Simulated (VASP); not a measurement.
# InSb3 (P4/mmm) in VASP: notebook, part 2 of 2

VASP 6.6.1. Earlier steps stand in the parts before.

## Step 3: Single point, PBEsol (24.32 Å³/atom)

Contents of INCAR:

```
SYSTEM = InSb3
PREC     = Accurate       ! precision mode
ENCUT    = 520            ! plane-wave cutoff, eV
EDIFF    = 1E-6           ! SCF threshold, eV
ISMEAR   = 0              ! smearing method
SIGMA    = 0.15           ! smearing width, eV
LREAL    = .FALSE.        ! projectors in reciprocal space
LASPH    = .TRUE.         ! aspherical terms in the spheres
NELM     = 100            ! most SCF steps
ALGO     = Normal         ! electronic algorithm
ISIF     = 2              ! what is computed and relaxed
LWAVE    = .FALSE.        ! write WAVECAR
LCHARG   = .FALSE.        ! write CHGCAR
GGA      = PS             ! functional
NBANDS   = 22             ! bands
```

Contents of KPOINTS:

```
regular mesh
0
G
  10 10 10
  0 0 0
```

Contents of POSCAR:

```
InSb3
1.0
    4.8865026657      0.0000000000      0.0000000000
    0.0000000000      4.8865026657      0.0000000000
    0.0000000000      0.0000000000      4.0733886222
In Sb
1 3
Direct
    0.0000000000      0.0000000000      0.0000000000
    0.5000000000      0.0000000000      0.5000000000
    0.0000000000      0.5000000000      0.5000000000
    0.5000000000      0.5000000000      0.0000000000
```

Potentials or basis: VASP PAW PBE potentials, release 64 (In_d, Sb).

The run is started by

```bash
$ cat potpaw_PBE.64/In_d/POTCAR potpaw_PBE.64/Sb/POTCAR > POTCAR
$ mpirun -np 1 vasp_std > vasp.out
```

OUTCAR:

```text
SYSTEM = InSb3
   PREC = Accurate
   ENCUT = 520
   EDIFF = 1E-6
   ISMEAR = 0
   LREAL = .FALSE.
   LASPH = .TRUE.
   NELM = 100
   ISIF = 2
   GGA = PS

 ion  position               nearest neighbor table
   1  0.000  0.000  0.000-   2 3.18   3 3.18   2 3.18   3 3.18   3 3.18   3 3.18   2 3.18   2 3.18
                             4 3.46   4 3.46   4 3.46   4 3.46
   2  0.500  0.000  0.500-   1 3.18   4 3.18   1 3.18   4 3.18   4 3.18   4 3.18   1 3.18   1 3.18
                             3 3.46   3 3.46   3 3.46   3 3.46
   3  0.000  0.500  0.500-   1 3.18   4 3.18   1 3.18   4 3.18   1 3.18   1 3.18   4 3.18   4 3.18
                             2 3.46   2 3.46   2 3.46   2 3.46
   4  0.500  0.500  0.000-   2 3.18   3 3.18   2 3.18   3 3.18   2 3.18   2 3.18   3 3.18   3 3.18
                             1 3.46   1 3.46   1 3.46   1 3.46

  LATTYP: Found a simple tetragonal cell.
 ALAT       =     4.8865026657
 C/A-ratio  =     0.8336000000

  Lattice vectors:

 A1 = (   4.8865026657,   0.0000000000,   0.0000000000)
 A2 = (   0.0000000000,   4.8865026657,   0.0000000000)
 A3 = (   0.0000000000,   0.0000000000,   4.0733886222)

Analysis of symmetry for initial positions (statically):
=====================================================================
 Subroutine PRICEL returns:
 Original cell was already a primitive cell.

 Routine SETGRP: Setting up the symmetry group for a
 simple tetragonal supercell.

 Subroutine GETGRP returns: Found 16 space group operations
 (whereof 16 operations were pure point group operations)
 out of a pool of 16 trial point group operations.

The static configuration has the point symmetry D_4h.

Analysis of symmetry for dynamics (positions and initial velocities):
=====================================================================
 Subroutine PRICEL returns:
 Original cell was already a primitive cell.

 Routine SETGRP: Setting up the symmetry group for a
 simple tetragonal supercell.

 Subroutine GETGRP returns: Found 16 space group operations
 (whereof 16 operations were pure point group operations)
 out of a pool of 16 trial point group operations.

The dynamic configuration has the point symmetry D_4h.

 Subroutine INISYM returns: Found 16 space group operations
[... 124 lines left out ...]
  Thomas-Fermi vector in A             =   2.216966
   LORBIT       =      0    0 simple, 1 ext, 2 COOP (PROOUT), +10 PAW based schemes
   GGA     = PS    functional components
   LHFCALC =     F    Hartree Fock is set to
   AEXX    =    0.0000 exact exchange contribution
   IVDW    =     0    specifies the selected vdW correction
   LEPSILON=     F    determine dielectric tensor
   LRPA    =     F    only Hartree local field effects (RPA)
 non-spin polarized calculation
 Gauss-broadening in eV      SIGMA  =   0.15
  energy-cutoff  :      520.00
  volume of cell :       97.26
 maximum number of plane-waves:      2646
   NGX = 19   NGY = 19   NGZ = 15

 number of electron      27.9999985 magnetization

 Free energy of the ion-electron system (eV)
  ---------------------------------------------------
  ext. energy  EPLUGINS =         0.00000000
  ---------------------------------------------------
  free energy    TOTEN  =       -15.99580436 eV

  energy without entropy =      -15.97329409  energy(sigma->0) =      -15.98454923

 E-fermi :   9.3522     XC(G=0): -10.7716

 val. band max:        9.3463464976   @ k =   0.3000   0.1000   0.3000
 cond. band min:       9.3548377129   @ k =   0.3000   0.3000   0.4000
 fundamental gap:      0.0084912153
 Fermi energy:         9.3521901706

 k-point     1 :       0.0000    0.0000    0.0000
  band No.  band energies     occupation
      1      -5.2091      2.00000
      2      -5.1715      2.00000
      3      -5.1456      2.00000
      4      -5.1418      2.00000
      5      -5.1418      2.00000
      6      -3.8049      2.00000
[... 589 lines left out ...]
     21      14.9188      0.00000
     22      15.7382      0.00000

 [... further k-points ...]

------------------------ aborting loop because EDIFF is reached ----------------------------------------

  FORCE on cell =-STRESS in cart. coord.  units (eV):
  Direction    XX          YY          ZZ          XY          YZ          ZX
  --------------------------------------------------------------------------------------
  -------------------------------------------------------------------------------------
  Total        3.9151373      3.9151373      2.3068229      0.0000000     -0.0000000      0.0000000
  in kB       64.4919422     64.4919422     37.9990469      0.0000000     -0.0000000      0.0000000
  external PRESSURE =      55.6609771 kB  Pullay stress =       0.0000000 kB

 VOLUME and BASIS-vectors are now :
 -----------------------------------------------------------------------------
  energy-cutoff  :      520.00
  volume of cell :       97.26
      direct lattice vectors                 reciprocal lattice vectors
     4.886502666  0.000000000  0.000000000     0.204645340  0.000000000  0.000000000
     0.000000000  4.886502666  0.000000000     0.000000000  0.204645340  0.000000000
     0.000000000  0.000000000  4.073388622     0.000000000  0.000000000  0.245495849

 POSITION                                       TOTAL-FORCE (eV/Angst)
 -----------------------------------------------------------------------------------
      0.00000      0.00000      0.00000         0.000000      0.000000      0.000000
      2.44325      0.00000      2.03669         0.000000      0.000000      0.000000
      0.00000      2.44325      2.03669         0.000000      0.000000      0.000000
      2.44325      2.44325      0.00000         0.000000      0.000000      0.000000
 -----------------------------------------------------------------------------------
    total drift:                               -0.000000     -0.000000     -0.000000

  FREE ENERGIE OF THE ION-ELECTRON SYSTEM (eV)
  ---------------------------------------------------
  free  energy   TOTEN  =       -15.9958043617 eV

  energy  without entropy=      -15.9732940934  energy(sigma->0) =      -15.98454923
```

OSZICAR:

```text
N       E                     dE             d eps       ncg     rms          rms(c)
DAV:   1     0.191787070432E+03    0.19179E+03   -0.11137E+04  5544   0.121E+03
DAV:   2    -0.156043960358E-01   -0.19180E+03   -0.18482E+03  6132   0.302E+02
DAV:   3    -0.155192198298E+02   -0.15504E+02   -0.14980E+02  6872   0.868E+01
DAV:   4    -0.160362933110E+02   -0.51707E+00   -0.51518E+00  6504   0.164E+01
DAV:   5    -0.160604630350E+02   -0.24170E-01   -0.24167E-01  8294   0.370E+00    0.439E+00
DAV:   6    -0.160115340070E+02    0.48929E-01   -0.76345E-02  6962   0.414E+00    0.246E+00
DAV:   7    -0.159966365878E+02    0.14897E-01   -0.34310E-02  7666   0.215E+00    0.294E-01
DAV:   8    -0.159958236469E+02    0.81294E-03   -0.34023E-03  6866   0.761E-01    0.825E-02
DAV:   9    -0.159958049912E+02    0.18656E-04   -0.17153E-04  6728   0.949E-02    0.227E-02
DAV:  10    -0.159958044560E+02    0.53521E-06   -0.11177E-05  7700   0.250E-02    0.761E-03
DAV:  11    -0.159958043617E+02    0.94283E-07   -0.53888E-07  4212   0.531E-03
   1 F= -.15995804E+02 E0= -.15984549E+02  d E =-.225103E-01
```

Run time: 3.9 min. Hardware: 1 thread of Intel Xeon 8259CL, shared host; peak memory 0.37 GiB.

Results:

```yaml
Free_energy: -15.9958 eV
Pressure: 5.6 GPa
Band_gap_on_the_k_mesh: zero (bands 14 and 15 overlap by 4.51 eV)
```

Caveat: the cell stands under pressure; the PAW data sets were made with another functional, which shifts forces and pressure a little; spin-orbit coupling is left out, which moves the levels of the heavy elements.
